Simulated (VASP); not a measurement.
Write the native input for VASP 6.6.1 that does the following.

```
Task                   : relaxation of cell and atoms
Functional             : LDA
Potentials or basis    : VASP PAW LDA potentials, release 64 (Re)
Cutoff                 : 600 eV
k mesh                 : 16 × 16 × 16
Occupations            : fermi-dirac, width 0.08 eV
Spin                   : no spin polarisation
Target pressure        : 140 GPa
Dipole correction      : no
Further INCAR settings : ALGO = Normal; EDIFF = 1e-06; IBRION = 2; EDIFFG = -0.005; NSW = 32; ISIF = 3
```

The structure of Re lies in POSCAR:

```
Re
1.0
    2.3194729750      0.0000000000      0.0000000000
    0.0000000000      2.3194729750      0.0000000000
    0.0000000000      0.0000000000      2.3194729750
Re
1
Direct
    0.0000000000      0.0000000000      0.0000000000
```

This isn't the form of Re at room conditions, which is hcp.

One way to write it, as run:

INCAR

```
SYSTEM = Re
PREC = Accurate
ENCUT = 600
EDIFF = 1E-6
ISMEAR = -1
SIGMA = 0.08
LREAL = .FALSE.
LASPH = .TRUE.
NELM = 80
ALGO = Normal
ISIF = 3
LWAVE = .FALSE.
LCHARG = .FALSE.
GGA = CA
IBRION = 2
NSW = 32
EDIFFG = -0.005
PSTRESS = 1400.0
```

KPOINTS

```
regular mesh
0
G
  16 16 16
  0 0 0
```

Potentials or basis: VASP PAW LDA potentials, release 64 (Re).

Launch:

```sh
$ cat potpaw_LDA.64/Re/POTCAR > POTCAR
$ mpirun -np 1 vasp_std > vasp.out
```

Results of the run:

- Relaxed volume: 12.46 Å³/atom
- Relaxed cell: a = 2.319 Å, b = 2.319 Å, c = 2.319 Å, α = 90.00°, β = 90.00°, γ = 90.00°
- Space group after relaxing (to 0.1 Å): Pm-3m (No. 221)
- Energy change on relaxing (the run minimises the enthalpy): +13.2 meV/atom
- Ionic steps: 3
- Pressure after relaxing: 140.0 GPa
- Band gap on the k mesh: zero (an odd number of electrons rules out a gap without spin polarisation)

Caveat: the cell is relaxed towards a set pressure, so the run minimises the enthalpy, not the energy; spin-orbit coupling is left out, which moves the levels of the heavy elements.

It took 49 s on 1 thread of Intel Xeon 8259CL, with other jobs on the host, peak memory 0.14 GiB.
